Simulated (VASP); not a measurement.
**AlN: single point with r2SCAN**

The system is AlN.

```xyz
2
Lattice="0.0000 2.1840 2.1294 2.1840 0.0000 2.1294 2.1840 2.1840 0.0000" Properties=species:S:1:pos:R:3 pbc="T T T"
Al    0.0000    0.0000    0.0000
N     3.2760    3.2760    3.1941
```

This cell differs from its parent crystal: strain -0.0250 x Voigt [0, 0, 1, 0, 0, 0].

```
Program                : VASP 6.6.1
Task                   : single point
Functional             : r2SCAN
Potentials or basis    : VASP PAW PBE potentials, release 64 (Al, N)
Cutoff                 : 520 eV
k mesh                 : 10 × 10 × 10
Occupations            : gaussian, width 0.05 eV
Spin                   : no spin polarisation
Dipole correction      : no
Further INCAR settings : ALGO = Normal; EDIFF = 1e-06; NBANDS = 11
```

```yaml
Pressure: 5.4 GPa
Band_gap_on_the_k_mesh: 3.81 eV, indirect (least direct gap 5.06 eV)
```

Stress tensor (GPa, compression positive):
```
4.33 0.00 0.00
0.00 4.33 0.00
0.00 0.00 7.67
```

Levels at points of the mesh, in eV from the valence-band top:
```
           k point  band 1  band 2  band 3  band 4  band 5  band 6  band 7  band 8  band 9
(0.00, 0.00, 0.00)  -15.96   -0.10   -0.10    0.00    5.06   13.69   13.73   13.73   18.25
(0.50, 0.00, 0.00)  -13.87   -6.07   -0.67   -0.45    8.36   10.94   11.80   12.32   19.58
(0.50, 0.50, 0.00)  -13.14   -4.94   -2.05   -2.05    3.81    9.30   15.82   17.07   17.07
(0.50, 0.00, 0.50)  -13.26   -5.18   -1.83   -1.83    3.93    9.70   15.34   16.89   17.69
```

It took 26 s on 1 thread of Intel(R) Xeon(R) 6975P-C (Granite Rapids) (shared host), peak memory 0.15 GiB.

Caveat: the cell differs from its parent crystal (strain -0.0250 x Voigt [0, 0, 1, 0, 0, 0]); the PAW data sets were made with another functional, which shifts forces and pressure a little. A k mesh can miss the band edges.
